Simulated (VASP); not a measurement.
# BeSb in VASP: single point with PBE

Aim: the single point of BeSb with PBE.

Program: VASP 6.6.1. These are calculated values, not measurements. Logs are shortened: lines on timing, memory, paths and dates and some standing lists are left out, and cuts for length are marked.

### 1 The cell of the first run

The cell holds a sheet with vacuum, 2 atoms: a = 3.298 Å, b = 3.298 Å, c = 26.964 Å, α = 90.00°, β = 90.00°, γ = 120.00°.

### 2 Single point, PBE

INCAR

```
  PREC = Accurate
  ENCUT = 400
  EDIFF = 1E-6
  ISMEAR = 0
  SIGMA = 0.1
  LREAL = False
  LASPH = True
  NELM = 120
  ALGO = Normal
  ISIF = 2
  LWAVE = False
  LCHARG = True
  LDIPOL = True
  IDIPOL = 3
  DIPOL = 0.5 0.5 0.297
  GGA = PE
  LELF = True
  LVHAR = True
  LVACPOTAV = True
  NBANDS = 16
  GGA_COMPAT = False
  NELMDL = -8
```

KPOINTS

```
regular mesh
0
Gamma
  6 6 1
```

POSCAR

```
BeSb
1.0
    3.2979749159      0.0000002136      0.0000000000
   -1.6489876429      2.8561299514      0.0000000000
    0.0000000000      0.0000000000     26.9636230400
Be Sb
1 1
Direct
    0.6666666667      0.3333333333      0.2667136113
    0.3333333333      0.6666666667      0.3266784553
```

Potentials or basis: VASP PAW PBE potentials, release 64 (Be, Sb_d_GW).

On the command line:

```sh
$ cat potpaw_PBE.64/Be/POTCAR potpaw_PBE.64/Sb_d_GW/POTCAR > POTCAR
$ mpirun -np 1 vasp_std > vasp.out
```

OUTCAR:

```text
PREC = Accurate
   ENCUT = 400
   EDIFF = 1E-6
   ISMEAR = 0
   LREAL = False
   LASPH = True
   NELM = 120
   ISIF = 2
   GGA = PE
   NELMDL = -8

 ion  position               nearest neighbor table
   1  0.667  0.333  0.267-   2 2.50   2 2.50   2 2.50
   2  0.333  0.667  0.327-   1 2.50   1 2.50   1 2.50

  LATTYP: Found a hexagonal cell.
 ALAT       =     3.2979749159
 C/A-ratio  =     8.1758120445

  Lattice vectors:

 A1 = (   3.2979749159,   0.0000002136,   0.0000000000)
 A2 = (  -1.6489876429,   2.8561299514,   0.0000000000)
 A3 = (   0.0000000000,   0.0000000000,  26.9636230400)

Analysis of symmetry for initial positions (statically):
=====================================================================
 Subroutine PRICEL returns:
 Original cell was already a primitive cell.

 Routine SETGRP: Setting up the symmetry group for a
 hexagonal supercell.

 Subroutine GETGRP returns: Found  6 space group operations
 (whereof  6 operations were pure point group operations)
 out of a pool of 24 trial point group operations.

The static configuration has the point symmetry C_3v.

Analysis of symmetry for dynamics (positions and initial velocities):
=====================================================================
 Subroutine PRICEL returns:
 Original cell was already a primitive cell.

 Routine SETGRP: Setting up the symmetry group for a
 hexagonal supercell.

 Subroutine GETGRP returns: Found  6 space group operations
 (whereof  6 operations were pure point group operations)
 out of a pool of 24 trial point group operations.

The dynamic configuration has the point symmetry C_3v.

 Subroutine INISYM returns: Found  6 space group operations
 (whereof  6 operations are pure point group operations),
 and found     1 'primitive' translations

----------------------------------------------------------------------------------------

                                     Primitive cell

  volume of cell :     253.9824

  direct lattice vectors                    reciprocal lattice vectors
     3.297974916  0.000000214  0.000000000     0.303216364  0.175062076  0.000000000
    -1.648987643  2.856129951  0.000000000    -0.000000023  0.350124112  0.000000000
     0.000000000  0.000000000 26.963623040     0.000000000  0.000000000  0.037087004

  length of vectors
     3.297974916  3.297974916 26.963623040     0.350124112  0.350124112  0.037087004

  position of ions in fractional coordinates (direct lattice)
     0.666666667  0.333333333  0.266713611
     0.333333333  0.666666667  0.326678455

  ion indices of the primitive-cell ions
   primitive index   ion index
                 1           1
                 2           2

----------------------------------------------------------------------------------------

 KPOINTS: regular mesh

Automatic generation of k-mesh.
 Grid dimensions read from file:
 generate k-points for:    6    6    1

 Generating k-lattice:

  Cartesian coordinates                     Fractional coordinates (reciprocal lattice)
     0.050536061  0.029177013  0.000000000     0.166666667 -0.000000000  0.000000000
    -0.000000004  0.058354019  0.000000000     0.000000000  0.166666667  0.000000000
     0.000000000  0.000000000  0.037087004     0.000000000  0.000000000  1.000000000

  Length of vectors
     0.058354019  0.058354019  0.037087004

  Shift w.r.t. Gamma in fractional coordinates (k-lattice)
     0.000000000  0.000000000  0.000000000

 Subroutine IBZKPT returns following result:
 ===========================================

 Found      7 irreducible k-points:

 Following reciprocal coordinates:
            Coordinates               Weight
  0.000000  0.000000  0.000000      1.000000
  0.166667  0.000000  0.000000      6.000000
  0.333333  0.000000  0.000000      6.000000
  0.500000  0.000000  0.000000      3.000000
  0.166667  0.166667  0.000000      6.000000
  0.333333  0.166667  0.000000     12.000000
  0.333333  0.333333  0.000000      2.000000
   k-points           NKPTS =      7   k-points in BZ     NKDIM =      7   number of bands    NBANDS=     16
   number of dos      NEDOS =    301   number of ions     NIONS =      2
   total plane-waves  NPLWV = 103680
   dimension x,y,z NGX =    24 NGY =   24 NGZ =  180
   dimension x,y,z NGXF=    48 NGYF=   48 NGZF=  360
   ions per type =               1   1
   NGX,Y,Z   is equivalent  to a cutoff of  12.10, 12.10, 11.10 a.u.
   NGXF,Y,Z  is equivalent  to a cutoff of  24.20, 24.20, 22.20 a.u.
 SYSTEM =  unknown system
   PREC   = accura    normal or accurate (medium, high low for compatibility)
   ISTART =      0    job   : 0-new  1-cont  2-samecut
   ICHARG =      2    charge: 1-file 2-atom 10-const
   ISPIN  =      1    spin polarized calculation?
   LNONCOLLINEAR =      F non collinear calculations
   LSORBIT =      F    spin-orbit coupling
   LASPH  =      T    aspherical Exc in radial PAW
   ENCUT  =  400.0 eV  29.40 Ry    5.42 a.u.   5.38  5.38 43.97*2*pi/ulx,y,z
   NELM   =    120;   NELMIN=  2; NELMDL= -8     # of ELM steps
   EDIFF  = 0.1E-05   stopping-criterion for ELM
   LREAL  =      F    real-space projection
   EDIFFG = 0.1E-04   stopping-criterion for IOM
   NSW    =      0    number of steps for IOM
[... 5 lines left out ...]
   TEBEG  =    0.0;   TEEND  =   0.0 temperature during run
   PSTRESS=    0.0 pullay stress
   NELECT =      17.0000    total number of electrons
   NUPDOWN=      -1.0000    fix difference up-down
   EMIN   =  10.00;   EMAX   =-10.00  energy-range for DOS
   EFERMI =   0.00;   METHOD = LEGACY
   ISMEAR =     0;   SIGMA  =   0.10  broadening in eV -4-tet -1-fermi 0-gaus
   EFERMI_NEDOS =   21; number of points for ismear=-14 and -15
   IALGO  =     38    algorithm
   IMIX   =      4    mixing-type and parameters
     AMIX     =   0.40;   BMIX     =  1.00
     AMIX_MAG =   1.60;   BMIX_MAG =  1.00
  volume/ion in A,a.u.               =     126.99       856.98
  Fermi-wavevector in a.u.,A,eV,Ry     =   0.664696  1.256094  6.011342  0.441821
  Thomas-Fermi vector in A             =   1.738463
   LORBIT       =      0    0 simple, 1 ext, 2 COOP (PROOUT), +10 PAW based schemes
   GGA     = PE    functional components
   LHFCALC =     F    Hartree Fock is set to
   AEXX    =    0.0000 exact exchange contribution
   IVDW    =     0    specifies the selected vdW correction
   LEPSILON=     F    determine dielectric tensor
   LRPA    =     F    only Hartree local field effects (RPA)
 non-spin polarized calculation
 Gauss-broadening in eV      SIGMA  =   0.10
  energy-cutoff  :      400.00
  volume of cell :      253.98
 maximum number of plane-waves:      4671
 NGX is ok and might be reduce to    24
   NGX = 11   NGY = 11   NGZ = 87

 number of electron      17.0000017 magnetization

 dipolmoment           0.000000      0.000000      0.006842 electrons x Angstroem

 Free energy of the ion-electron system (eV)
  ---------------------------------------------------
  ext. energy  EPLUGINS =         0.00000000
  ---------------------------------------------------
  free energy    TOTEN  =        -5.86158304 eV

  energy without entropy =       -5.85301284  energy(sigma->0) =       -5.85729794

 E-fermi :  -2.7616     XC(G=0):  -2.1666

 val. band max:       -2.7920166148   @ k =   0.1667   0.1667   0.0000
 cond. band min:      -2.2458254041   @ k =   0.5000   0.0000   0.0000
 fundamental gap:      0.5461912107
 Fermi energy:        -2.7615594810

 k-point     1 :       0.0000    0.0000    0.0000
  band No.  band energies     occupation
      1     -31.7535      2.00000
      2     -31.7535      2.00000
      3     -31.6559      2.00000
      4     -31.6355      2.00000
      5     -31.6355      2.00000
      6     -14.8068      2.00000
      7      -7.6198      2.00000
      8      -3.5464      2.00000
      9       0.6842      0.00000
     10       1.2014      0.00000
     11       1.2014      0.00000
     12       1.2594      0.00000
     13       1.7305      0.00000
     14       1.9613      0.00000
     15       2.7828      0.00000
     16       3.0238      0.00000

 k-point     2 :       0.1667    0.0000    0.0000
  band No.  band energies     occupation
      1     -31.7565      2.00000
      2     -31.7312      2.00000
      3     -31.6463      2.00000
      4     -31.6419      2.00000
      5     -31.6380      2.00000
      6     -14.3122      2.00000
      7      -7.1660      2.00000
      8      -3.1052      2.00000
      9      -1.8334      0.00000
     10      -0.0173      0.00000
     11       1.1714      0.00000
     12       1.7560      0.00000
     13       2.2352      0.00000
     14       2.4613      0.00000
     15       2.7997      0.00000
     16       3.2811      0.00000

 k-point     3 :       0.3333    0.0000    0.0000
  band No.  band energies     occupation
      1     -31.7659      2.00000
      2     -31.6868      2.00000
      3     -31.6668      2.00000
      4     -31.6426      2.00000
      5     -31.6116      2.00000
      6     -12.8747      2.00000
      7      -6.0846      2.00000
      8      -5.8281      2.00000
      9      -1.8886      0.00000
     10      -1.4113      0.00000
     11       0.4093      0.00000
     12       2.6308      0.00000
     13       2.8419      0.00000
     14       3.3436      0.00000
     15       3.7675      0.00000
     16       3.9908      0.00000

 k-point     4 :       0.5000    0.0000    0.0000
  band No.  band energies     occupation
      1     -31.7717      2.00000
      2     -31.6771      2.00000
      3     -31.6657      2.00000
      4     -31.6437      2.00000
      5     -31.5956      2.00000
      6     -11.3588      2.00000
      7      -8.5311      2.00000
      8      -4.5801      2.00000
      9      -2.2458      0.00000
     10      -1.9275      0.00000
     11       0.3768      0.00000
     12       1.7069      0.00000
     13       3.0821      0.00000
     14       3.6654      0.00000
     15       5.1062      0.00000
     16       5.2231      0.00000

 k-point     5 :       0.1667    0.1667    0.0000
  band No.  band energies     occupation
      1     -31.7530      2.00000
      2     -31.7085      2.00000
      3     -31.6596      2.00000
      4     -31.6437      2.00000
      5     -31.6191      2.00000
      6     -13.3405      2.00000
      7      -6.2919      2.00000
      8      -4.3115      2.00000
      9      -2.7920      1.33333
     10      -2.0941      0.00000
     11       1.8537      0.00000
     12       2.2019      0.00000
     13       2.5721      0.00000
     14       2.8661      0.00000
     15       3.2771      0.00000
     16       3.4916      0.00000

 k-point     6 :       0.3333    0.1667    0.0000
  band No.  band energies     occupation
      1     -31.7498      2.00000
      2     -31.6836      2.00000
      3     -31.6714      2.00000
      4     -31.6499      2.00000
      5     -31.5993      2.00000
      6     -11.6173      2.00000
      7      -7.4066      2.00000
      8      -4.7793      2.00000
      9      -4.1571      2.00000
     10      -1.5564      0.00000
     11       0.2423      0.00000
     12       1.7470      0.00000
     13       3.3182      0.00000
     14       4.2093      0.00000
     15       4.8094      0.00000
     16       5.2758      0.00000

 k-point     7 :       0.3333    0.3333    0.0000
  band No.  band energies     occupation
      1     -31.7124      2.00000
      2     -31.7061      2.00000
      3     -31.6641      2.00000
      4     -31.6633      2.00000
      5     -31.5984      2.00000
      6     -10.6321      2.00000
      7      -7.3177      2.00000
      8      -6.6260      2.00000
      9      -3.8352      2.00000
     10      -1.1930      0.00000
     11      -0.8950      0.00000
     12       2.0426      0.00000
     13       2.6216      0.00000
     14       4.6873      0.00000
     15       6.5275      0.00000
     16       6.6356      0.00000

------------------------ aborting loop because EDIFF is reached ----------------------------------------

  FORCE on cell =-STRESS in cart. coord.  units (eV):
  Direction    XX          YY          ZZ          XY          YZ          ZX
  --------------------------------------------------------------------------------------
  -------------------------------------------------------------------------------------
  Total        0.0041315      0.0041315     -0.0003227      0.0000000      0.0000000     -0.0000000
  in kB        0.0260625      0.0260625     -0.0020359      0.0000000      0.0000000     -0.0000000
  external PRESSURE =       0.0166964 kB  Pullay stress =       0.0000000 kB

 VOLUME and BASIS-vectors are now :
 -----------------------------------------------------------------------------
  energy-cutoff  :      400.00
  volume of cell :      253.98
      direct lattice vectors                 reciprocal lattice vectors
     3.297974916  0.000000214  0.000000000     0.303216364  0.175062076  0.000000000
    -1.648987643  2.856129951  0.000000000    -0.000000023  0.350124112  0.000000000
     0.000000000  0.000000000 26.963623040     0.000000000  0.000000000  0.037087004

 POSITION                                       TOTAL-FORCE (eV/Angst)
 -----------------------------------------------------------------------------------
      1.64899      0.95204      7.19157        -0.000000     -0.000000     -0.038399
     -0.00000      1.90409      8.80843         0.000000      0.000000      0.038399
 -----------------------------------------------------------------------------------
    total drift:                                0.000000      0.000000     -0.001233

  FREE ENERGIE OF THE ION-ELECTRON SYSTEM (eV)
  ---------------------------------------------------
  free  energy   TOTEN  =        -5.8615830363 eV

  energy  without entropy=       -5.8530128434  energy(sigma->0) =       -5.85729794

 vacuum level on the upper side and lower side of the slab         1.623         1.492
```

Run time: 41 s. Hardware: 1 thread of AMD EPYC 7R13 (Zen 3), shared host; peak memory 0.27 GiB.

Results:

* Free energy: -5.8616 eV
* Largest force: 0.038 eV/Å
* Band gap on the k mesh: zero (an odd number of electrons rules out a gap without spin polarisation)

Forces in eV/Å, atoms in the order of the input:
```
Be   0.000  0.000 -0.038
Sb   0.000  0.000  0.038
```

Levels at points of the mesh, in eV from the Fermi level:
```tsv
k point	band 4	band 5	band 6	band 7	band 8	band 9	band 10	band 11	band 12	band 13
(0.00, 0.00, 0.00)	-28.87	-28.87	-12.05	-4.86	-0.78	3.45	3.96	3.96	4.02	4.49
(0.50, 0.00, 0.00)	-28.88	-28.83	-8.60	-5.77	-1.82	0.52	0.83	3.14	4.47	5.84
```

Caveat: the k points lie up to 0.37 Å⁻¹ apart, too coarse for converged energies and pressures of a metal; spin-orbit coupling is left out, which moves the levels of the heavy elements.

The gap in the log of VASP goes by the Fermi energy; the results here count the filled bands.